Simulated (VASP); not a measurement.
Bi, 2 atoms in the cell. The structure is tetragonal, space group I4_1/amd (No. 141). Conventional cell: a = 5.867 Å, b = 5.867 Å, c = 3.096 Å, α = 90.00°, β = 90.00°, γ = 90.00°. Bi (site symmetry -4m2) has 10 Bi at 3.03 to 3.74 Å within 4.0 Å. 

| Property | Result |
| --- | --- |
| Program | VASP 6.6.1 |
| Task | single point |
| Functional | PBE |
| Potentials or basis | VASP PAW PBE potentials, release 64 (Bi_d) |
| Cutoff | 520 eV |
| k mesh | 14 × 14 × 14 |
| Occupations | fermi-dirac, width 0.08 eV |
| Spin | no spin polarisation |
| Dipole correction | no |
| Further INCAR settings | ALGO = Normal; EDIFF = 1e-06; NBANDS = 22 |

Potentials or basis: VASP PAW PBE potentials, release 64 (Bi_d).

The run is started by

```sh
$ cat potpaw_PBE.64/Bi_d/POTCAR > POTCAR
$ mpirun -np 1 vasp_std > vasp.out
```

Hardware: 1 thread of Intel(R) Xeon(R) 6975P-C (Granite Rapids), on a shared host.

Problem. Estimate the wall time of this run.

Solution. Wall time 120 s on 1 thread of Intel(R) Xeon(R) 6975P-C (Granite Rapids), on a shared host, peak memory 0.36 GiB. Counts: scf iterations 11, k points 244.
